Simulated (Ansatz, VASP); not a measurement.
**Two plane-wave programs on RbBr**

```
Rb Br
1.0
     4.87996    0.00000    0.00000
    -2.43998    4.22617    0.00000
     0.00000    0.00000   29.33260
Rb Br
7 7
Cartesian
  0.0000 0.0000 -0.0483
  0.0000 2.8174 4.1994
  0.0000 0.0000 8.3807
  2.4400 1.4087 12.5621
  0.0000 0.0000 16.8098
  2.4400 1.4087 20.9902
  0.0000 2.8174 25.1039
  2.4400 1.4087 2.0754
  2.4400 1.4087 6.3183
  0.0000 2.8174 10.4432
  0.0000 2.8174 14.6861
  0.0000 2.8174 18.9283
  0.0000 0.0000 23.0470
  2.4400 1.4087 27.1658
```

Alike in both runs: functional PBE; k mesh 6 × 6 × 1; occupations gaussian, width 0.02 eV; no spin polarisation.

Ansatz relaxed the structure, and its values are those at the end. VASP's run is a single point on that final structure, the one shown.

|  | VASP | Ansatz |
| --- | --- | --- |
| version | VASP 6.6.1 | Ansatz 0.2.0 |
| potentials or method | VASP PAW PBE potentials, release 64 (Rb_sv, Br), cutoff 520 eV | scalar-relativistic, plane waves, PAW |
| valence electrons in the cell | 112 | 112 |

|  | VASP | Ansatz | Ansatz less VASP |
| --- | --- | --- | --- |
| gap on the k mesh at the Fermi level (eV) | 3.97 | 3.97 | +0.001 |
| least direct gap on the mesh (eV) | 3.97 | 3.97 | +0.001 |
| pressure (GPa) | 0.0 | 0.0 | -0.02 |
